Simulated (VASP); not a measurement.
**FeNi3: single point with PBEsol**

Crystal: FeNi3.

```
Fe Ni
1.0
     0.00000    2.77557    2.77557
     2.77557    0.00000    2.77557
     2.77557    2.77557    0.00000
Fe Ni
1 3
Direct
  0.00000 0.00000 0.00000
  0.75000 0.75000 0.75000
  0.25000 0.25000 0.25000
  0.50000 0.50000 0.50000
```

```json
{
 "Program": "VASP 6.6.1",
 "Task": "single point",
 "Functional": "PBEsol",
 "Potentials or basis": "VASP PAW PBE potentials, release 64 (Fe, Ni)",
 "Cutoff": "520 eV",
 "k mesh": "7 × 7 × 7",
 "Occupations": "fermi-dirac, width 0.1 eV",
 "Spin": "collinear spin, ferrimagnetic start",
 "Starting moments": "[4.5, -2.0, 2.0, -2.0] μB"
}
```

The pressure is -0.1 GPa, the net moment is 4.28 μB per cell and the site moments are Fe +2.75; Ni +0.61, +0.30 μB. The valence electrons inside the program's atomic spheres are Fe 7.19; Ni 9.41.

Levels at points of the mesh, in eV from the Fermi level:
Spin up:
```csv
k point,band 18,band 19,band 20,band 21,band 22,band 23,band 24,band 25
"(0.00, 0.00, 0.00)",-0.72,-0.34,-0.34,-0.34,8.17,8.17,8.17,8.29
```
Spin down:
| k point | band 13 | band 14 | band 15 | band 16 | band 17 | band 18 | band 19 | band 20 | band 21 | band 22 |
| --- | --- | --- | --- | --- | --- | --- | --- | --- | --- | --- |
| (0.00, 0.00, 0.00) | -0.38 | -0.38 | -0.31 | -0.31 | 0.89 | 0.89 | 0.89 | 1.17 | 1.17 | 8.49 |

Wall time 38 s on 1 thread of Intel(R) Xeon(R) 6975P-C (Granite Rapids) (shared host), peak memory 0.21 GiB.

Caveat: the PAW data sets were made with another functional, which shifts forces and pressure a little.
